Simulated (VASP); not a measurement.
# Sn in VASP: further runs

Sn is run at these levels: PBE+D3(BJ); tasks: single point.

Everything below comes from runs of VASP 6.6.1. Logs are shortened: lines on timing, memory, paths and dates and some standing lists are left out, and cuts for length are marked.

## Step 1: The cell of the first run

The typed cell holds 1 atom: a = 3.261 Å, b = 3.261 Å, c = 3.261 Å, α = 111.96°, β = 111.95°, γ = 104.61°.

## Step 2: Single point, PBE+D3(BJ) (strain +0.040 along x and y, -0.080 along z)

Input file INCAR:

```
PREC = Accurate
ENCUT = 520
EDIFF = 1E-7
ISMEAR = 0
SIGMA = 0.15
LREAL = F
LASPH = T
NELM = 60
ALGO = Fast
ISIF = 2
LWAVE = F
LCHARG = T
GGA = PE
IVDW = 12
LELF = T
LVHAR = T
NBANDS = 13
```

Input file KPOINTS:

```
Automatic mesh
0
Gamma
  24 24 24
```

Input file POSCAR:

```
Sn
1.0
   -1.8245828039      1.8247982435      1.9940914875
    1.8245828039     -1.8247982435      1.9940914875
    1.8245828039      1.8247982435     -1.9940914875
Sn
1
Direct
    0.0000000000      0.0000000000      0.0000000000
```

Potentials or basis: VASP PAW PBE potentials, release 64 (Sn_d).

Launch:

```
cat potpaw_PBE.64/Sn_d/POTCAR > POTCAR
mpirun -np 1 vasp_std > vasp.out
```

OUTCAR:

```text
PREC = Accurate
   ENCUT = 520
   EDIFF = 1E-7
   ISMEAR = 0
   LREAL = F
   LASPH = T
   NELM = 60
   ISIF = 2
   GGA = PE
   IVDW = 12
 IVDW          = 12

 ion  position               nearest neighbor table
   1  0.000  0.000  0.000-

  LATTYP: Found a body centered orthorhombic cell.
 ALAT       =     3.6491656078
 B/A-ratio  =     1.0001180761
 C/A-ratio  =     1.0929027081

  Lattice vectors:

 A1 = (  -1.8245828039,   1.8247982435,   1.9940914875)
 A2 = (   1.8245828039,  -1.8247982435,   1.9940914875)
 A3 = (   1.8245828039,   1.8247982435,  -1.9940914875)

Analysis of symmetry for initial positions (statically):
=====================================================================
 Subroutine PRICEL returns:
 Original cell was already a primitive cell.

 Routine SETGRP: Setting up the symmetry group for a
 body centered orthorhombic supercell.

 Subroutine GETGRP returns: Found  8 space group operations
 (whereof  8 operations were pure point group operations)
 out of a pool of  8 trial point group operations.

The static configuration has the point symmetry D_2h.

Analysis of symmetry for dynamics (positions and initial velocities):
=====================================================================
 Subroutine PRICEL returns:
 Original cell was already a primitive cell.

 Routine SETGRP: Setting up the symmetry group for a
 body centered orthorhombic supercell.

 Subroutine GETGRP returns: Found  8 space group operations
 (whereof  8 operations were pure point group operations)
 out of a pool of  8 trial point group operations.

The dynamic configuration has the point symmetry D_2h.

 Subroutine INISYM returns: Found  8 space group operations
 (whereof  8 operations are pure point group operations),
 and found     1 'primitive' translations

----------------------------------------------------------------------------------------

                                     Primitive cell

  volume of cell :      26.5573

  direct lattice vectors                    reciprocal lattice vectors
    -1.824582804  1.824798244  1.994091487     0.000000000  0.274002894  0.250740752
     1.824582804 -1.824798244  1.994091487     0.274035247  0.000000000  0.250740752
     1.824582804  1.824798244 -1.994091487     0.274035247  0.274002894  0.000000000

  length of vectors
     3.261194857  3.261194857  3.261194857     0.371414204  0.371438073  0.387521487

  position of ions in fractional coordinates (direct lattice)
     0.000000000  0.000000000  0.000000000

  ion indices of the primitive-cell ions
   primitive index   ion index
                 1           1

----------------------------------------------------------------------------------------

 KPOINTS: Automatic mesh

Automatic generation of k-mesh.
 Grid dimensions read from file:
 generate k-points for:   24   24   24

 Generating k-lattice:

  Cartesian coordinates                     Fractional coordinates (reciprocal lattice)
     0.000000000  0.011416787  0.010447531     0.041666667  0.000000000 -0.000000000
     0.011418135  0.000000000  0.010447531     0.000000000  0.041666667  0.000000000
     0.011418135  0.011416787  0.000000000    -0.000000000  0.000000000  0.041666667

  Length of vectors
     0.015475592  0.015476586  0.016146729

  Shift w.r.t. Gamma in fractional coordinates (k-lattice)
     0.000000000  0.000000000  0.000000000

 Subroutine IBZKPT returns following result:
 ===========================================

 Found   1963 irreducible k-points:

 Following reciprocal coordinates:
            Coordinates               Weight
  0.000000  0.000000  0.000000      1.000000
  0.041667 -0.000000  0.000000      4.000000
  0.083333 -0.000000  0.000000      4.000000
  0.125000 -0.000000  0.000000      4.000000
  0.166667 -0.000000  0.000000      4.000000
  0.208333 -0.000000  0.000000      4.000000
[... 16 lines left out ...]
  0.375000  0.041667  0.000000      8.000000
  0.416667  0.041667  0.000000      8.000000
 [... further k-points ...]
   k-points           NKPTS =   1963   k-points in BZ     NKDIM =   1963   number of bands    NBANDS=     13
   number of dos      NEDOS =    301   number of ions     NIONS =      1
   total plane-waves  NPLWV =  13824
   dimension x,y,z NGX =    24 NGY =   24 NGZ =   24
   dimension x,y,z NGXF=    48 NGYF=   48 NGZF=   48
   ions per type =               1
   NGX,Y,Z   is equivalent  to a cutoff of  12.23, 12.23, 12.23 a.u.
   NGXF,Y,Z  is equivalent  to a cutoff of  24.47, 24.47, 24.47 a.u.
 SYSTEM =  unknown system
   PREC   = accura    normal or accurate (medium, high low for compatibility)
   ISTART =      0    job   : 0-new  1-cont  2-samecut
   ICHARG =      2    charge: 1-file 2-atom 10-const
   ISPIN  =      1    spin polarized calculation?
   LNONCOLLINEAR =      F non collinear calculations
   LSORBIT =      F    spin-orbit coupling
   LASPH  =      T    aspherical Exc in radial PAW
   ENCUT  =  520.0 eV  38.22 Ry    6.18 a.u.   6.06  6.06  6.06*2*pi/ulx,y,z
   NELM   =     60;   NELMIN=  2; NELMDL= -5     # of ELM steps
   EDIFF  = 0.1E-06   stopping-criterion for ELM
   LREAL  =      F    real-space projection
   EDIFFG = 0.1E-05   stopping-criterion for IOM
   NSW    =      0    number of steps for IOM
   IBRION =     -1    ionic relax: 0-MD 1-quasi-New 2-CG
   NFREE  =      0    steps in history (QN), initial steepest desc. (CG)
   ISIF   =      2    stress and relaxation
   ISYM   =      2    0-nonsym 1-usesym 2-fastsym
   POTIM  = 0.5000    time-step for ionic-motion
   TEBEG  =    0.0;   TEEND  =   0.0 temperature during run
   PSTRESS=    0.0 pullay stress
   NELECT =      14.0000    total number of electrons
   NUPDOWN=      -1.0000    fix difference up-down
   EMIN   =  10.00;   EMAX   =-10.00  energy-range for DOS
   EFERMI =   0.00;   METHOD = LEGACY
   ISMEAR =     0;   SIGMA  =   0.15  broadening in eV -4-tet -1-fermi 0-gaus
   EFERMI_NEDOS =   21; number of points for ismear=-14 and -15
   IALGO  =     68    algorithm
   IMIX   =      4    mixing-type and parameters
     AMIX     =   0.40;   BMIX     =  1.00
     AMIX_MAG =   1.60;   BMIX_MAG =  1.00
  volume/ion in A,a.u.               =      26.56       179.22
  Fermi-wavevector in a.u.,A,eV,Ry     =   1.322482  2.499128 23.796017  1.748958
  Thomas-Fermi vector in A             =   2.452160
   LORBIT       =      0    0 simple, 1 ext, 2 COOP (PROOUT), +10 PAW based schemes
   GGA     = PE    functional components
   LHFCALC =     F    Hartree Fock is set to
   AEXX    =    0.0000 exact exchange contribution
   IVDW    =    12    specifies the selected vdW correction
   LEPSILON=     F    determine dielectric tensor
   LRPA    =     F    only Hartree local field effects (RPA)
 non-spin polarized calculation
 RMM-DIIS sequential band-by-band and
 Gauss-broadening in eV      SIGMA  =   0.15
  energy-cutoff  :      520.00
  volume of cell :       26.56
 maximum number of plane-waves:       742
   NGX = 13   NGY = 13   NGZ = 13

 number of electron      14.0000007 magnetization

 Free energy of the ion-electron system (eV)
  ---------------------------------------------------
  ext. energy  EPLUGINS =         0.00000000
  ---------------------------------------------------
  free energy    TOTEN  =        -3.77378177 eV

  energy without entropy =       -3.76678242  energy(sigma->0) =       -3.77028209

 E-fermi :   8.4064     XC(G=0): -10.4761

 val. band max:        8.4030794696   @ k =   0.3750   0.3750   0.0833
 cond. band min:       8.4071494125   @ k =   0.1667   0.3333   0.1250
 fundamental gap:      0.0040699429
 Fermi energy:         8.4063718979

 k-point     1 :       0.0000    0.0000    0.0000
  band No.  band energies     occupation
      1     -13.2054      2.00000
      2     -13.2053      2.00000
      3     -13.1813      2.00000
      4     -13.0788      2.00000
      5     -13.0387      2.00000
      6      -2.8839      2.00000
      7      16.2848      0.00000
      8      16.6144      0.00000
      9      16.6159      0.00000
     10      19.8580      0.00000
     11      20.7741      0.00000
     12      20.7768      0.00000
     13      21.1651      0.00000

 k-point     2 :       0.0417   -0.0000    0.0000
  band No.  band energies     occupation
      1     -13.2040      2.00000
      2     -13.2037      2.00000
      3     -13.1799      2.00000
      4     -13.0792      2.00000
      5     -13.0393      2.00000
      6      -2.8463      2.00000
      7      15.9966      0.00000
      8      16.4563      0.00000
      9      16.4656      0.00000
     10      19.5170      0.00000
     11      20.6070      0.00000
     12      20.8134      0.00000
     13      21.1941      0.00000

 k-point     3 :       0.0833   -0.0000    0.0000
  band No.  band energies     occupation
      1     -13.2014      2.00000
      2     -13.2001      2.00000
      3     -13.1736      2.00000
      4     -13.0805      2.00000
      5     -13.0412      2.00000
      6      -2.7334      2.00000
      7      15.0251      0.00000
      8      16.0796      0.00000
      9      16.3061      0.00000
     10      19.1059      0.00000
     11      20.1186      0.00000
     12      20.4798      0.00000
     13      21.4088      0.00000
[... 305 lines left out ...]
 k-point    23 :       0.3750    0.0417    0.0000
  band No.  band energies     occupation
      1     -13.2310      2.00000
      2     -13.1758      2.00000
      3     -13.0853      2.00000
      4     -13.0550      2.00000
      5     -12.9953      2.00000
      6       0.4684      2.00000
      7       5.6000      2.00000
      8      12.4768      0.00000
      9      14.3319      0.00000
     10      17.2737      0.00000
     11      17.9349      0.00000
     12      21.6186      0.00000
     13      23.6652      0.00000

 k-point    24 :       0.4167    0.0417    0.0000
  band No.  band energies     occupation
      1     -13.2339      2.00000
      2     -13.1779      2.00000
      3     -13.0847      2.00000
      4     -13.0528      2.00000
      5     -12.9810      2.00000
      6       1.1336      2.00000
      7       4.6314      2.00000
      8      12.3230      0.00000
      9      14.2057      0.00000
     10      17.1840      0.00000
     11      17.7841      0.00000
     12      21.7812      0.00000
     13      24.1563      0.00000

 [... further k-points ...]

------------------------ aborting loop because EDIFF is reached ----------------------------------------

 Edisp (eV)   -0.39388

 E8    (eV) :    -0.1890

  FORCE on cell =-STRESS in cart. coord.  units (eV):
  Direction    XX          YY          ZZ          XY          YZ          ZX
  --------------------------------------------------------------------------------------
  -------------------------------------------------------------------------------------
  Total      -0.06209    -0.06160     0.02829    -0.00000     0.00000     0.00000
  in kB      -3.74580    -3.71632     1.70685    -0.00000     0.00000     0.00000
  external pressure =       -1.92 kB  Pullay stress =        0.00 kB

 VOLUME and BASIS-vectors are now :
 -----------------------------------------------------------------------------
  energy-cutoff  :      520.00
  volume of cell :       26.56
      direct lattice vectors                 reciprocal lattice vectors
    -1.824582804  1.824798244  1.994091487     0.000000000  0.274002894  0.250740752
     1.824582804 -1.824798244  1.994091487     0.274035247  0.000000000  0.250740752
     1.824582804  1.824798244 -1.994091487     0.274035247  0.274002894  0.000000000

 POSITION                                       TOTAL-FORCE (eV/Angst)
 -----------------------------------------------------------------------------------
      0.00000      0.00000      0.00000         0.000000      0.000000      0.000000
 -----------------------------------------------------------------------------------
    total drift:                               -0.000000      0.000000     -0.000000

  FREE ENERGIE OF THE ION-ELECTRON SYSTEM (eV)
  ---------------------------------------------------
  free  energy   TOTEN  =        -4.1676569461 eV

  energy  without entropy=       -4.1606575953  energy(sigma->0) =       -4.16415727
```

Run time: 2.6 min. Hardware: 1 thread of Intel Xeon 6975P-C (Granite Rapids), shared host; peak memory 0.68 GiB.

Results:

* Free energy: -4.1677 eV
* Pressure: -0.2 GPa
* Band gap on the k mesh: zero (bands 7 and 8 overlap by 10.36 eV)
* Dispersion energy per atom: -0.394 eV

Stress tensor (GPa, compression positive):
```
-0.37  0.00  0.00
 0.00 -0.37  0.00
 0.00  0.00  0.17
```

Levels at points of the mesh, in eV from the Fermi level:
```
           k point  band 3  band 4  band 5  band 6  band 7  band 8  band 9  band 10  band 11  band 12
(0.00, 0.00, 0.00)  -21.59  -21.49  -21.45  -11.29    7.88    8.21    8.21    11.45    12.37    12.37
(0.50, 0.00, 0.00)  -21.49  -21.46  -21.38   -6.63   -4.65    4.09    5.99     8.56     8.83    13.32
(0.00, 0.50, 0.00)  -21.49  -21.46  -21.38   -6.63   -4.65    4.08    5.99     8.56     8.83    13.32
(0.50, 0.50, 0.00)  -21.46  -21.44  -21.36   -6.07   -4.39    3.01    4.50     7.23     7.41    16.86
(0.50, 0.50, 0.50)  -21.41  -21.38  -21.38   -2.60   -1.58    0.06    0.06     3.67     4.24    18.43
```

Caveat: the cell differs from its parent crystal (strain +0.040 along x and y, -0.080 along z); spin-orbit coupling is left out, which moves the levels of the heavy elements.

## Step 3: Single point, PBE+D3(BJ) (strain -0.040 along x and y, +0.040 along z)

Input file INCAR:

```
SYSTEM = Sn
PREC = Accurate
ENCUT = 520
EDIFF = 1E-6
ISMEAR = 0
SIGMA = 0.15
LREAL = .FALSE.
LASPH = .TRUE.
NELM = 80
ALGO = Fast
ISIF = 2
LWAVE = .FALSE.
LCHARG = .FALSE.
GGA = PE
IVDW = 12
NBANDS = 13
```

Input file KPOINTS:

```
regular mesh
0
G
  24 24 24
  0 0 0
```

Input file POSCAR:

```
Sn
1.0
   -1.6842302805      1.6844291479      2.2541903772
    1.6842302805     -1.6844291479      2.2541903772
    1.6842302805      1.6844291479     -2.2541903772
Sn
1
Direct
    0.0000000000      0.0000000000      0.0000000000
```

Potentials or basis: VASP PAW PBE potentials, release 64 (Sn_d).

Launch:

```
cat potpaw_PBE.64/Sn_d/POTCAR > POTCAR
mpirun -np 1 vasp_std > vasp.out
```

It took 11 min on 1 thread of Oxide Virtual Turin-like, shared host; peak memory 0.61 GiB.

The run converged. Its results:

```
Free energy                : -4.1614 eV
Pressure                   : 2.6 GPa
Band gap on the k mesh     : zero (bands 7 and 8 overlap by 10.39 eV)
Dispersion energy per atom : -0.409 eV
```

Levels at points of the mesh, in eV from the Fermi level:
```tsv
k point	band 5	band 6	band 7	band 8	band 9	band 10
(0.00, 0.00, 0.00)	-21.52	-11.63	8.11	8.23	8.24	10.67
(0.50, 0.00, 0.00)	-21.44	-6.92	-5.00	5.63	6.51	10.17
(0.00, 0.50, 0.00)	-21.44	-6.92	-5.00	5.63	6.51	10.17
(0.50, 0.50, 0.00)	-21.41	-5.14	-4.10	2.19	2.56	5.87
(0.50, 0.50, 0.50)	-21.42	-4.25	-3.56	1.60	1.61	5.00
```

Caveat: the cell differs from its parent crystal (strain -0.040 along x and y, +0.040 along z); spin-orbit coupling is left out, which moves the levels of the heavy elements.
